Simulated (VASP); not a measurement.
Set up this calculation in VASP 6.6.1, as the native input.

| Property | Result |
| --- | --- |
| Task | single point |
| Functional | PBEsol |
| Potentials or basis | VASP PAW PBE potentials, release 64 (Al, Ni) |
| Cutoff | 520 eV |
| k mesh | 12 × 12 × 8 |
| Occupations | gaussian, width 0.1 eV |
| Spin | no spin polarisation |
| Dipole correction | no |
| Further INCAR settings | ALGO = Fast; EDIFF = 1e-06; NBANDS = 22 |

The structure of Al3Ni2 lies in POSCAR:

```
Al3Ni2
1.0
    4.1232338341      0.0000000000      0.0000000000
   -2.0616169171      3.5708252461      0.0000000000
    0.0000000000      0.0000000000      4.8095527892
Al Ni
3 2
Direct
    0.0000000000      0.0000000000      0.0000000000
    0.3333333333      0.6666666667      0.6471736493
    0.6666666667      0.3333333333      0.3528263507
    0.3333333333      0.6666666667      0.1435960204
    0.6666666667      0.3333333333      0.8564039796
```

This cell differs from its parent crystal: biaxial strain in the a-b plane: +3.0 %, then relaxed in part.

The input as run:

INCAR

```
SYSTEM = Al3Ni2
PREC = Accurate
ENCUT = 520
EDIFF = 1E-6
ISMEAR = 0
SIGMA = 0.1
LREAL = .False.
LASPH = .True.
NELM = 60
ALGO = Fast
ISIF = 2
LWAVE = .False.
LCHARG = .False.
GGA = PS
NBANDS = 22
```

KPOINTS

```
Automatic mesh
0
Gamma
  12 12 8
  0 0 0
```

Potentials or basis: VASP PAW PBE potentials, release 64 (Al, Ni).

Launch:

```bash
$ cat potpaw_PBE.64/Al/POTCAR potpaw_PBE.64/Ni/POTCAR > POTCAR
$ mpirun -np 1 vasp_std > vasp.out
```

It gave:

The pressure is -5.8 GPa. The largest force is 0.013 eV/Å.

Caveat: the cell differs from its parent crystal (biaxial strain in the a-b plane: +3.0 %, then relaxed in part); the PAW data sets were made with another functional, which shifts forces and pressure a little.

It took 82 s on 1 thread of Intel(R) Xeon(R) 6975P-C (Granite Rapids), with other jobs on the host, peak memory 0.31 GiB.
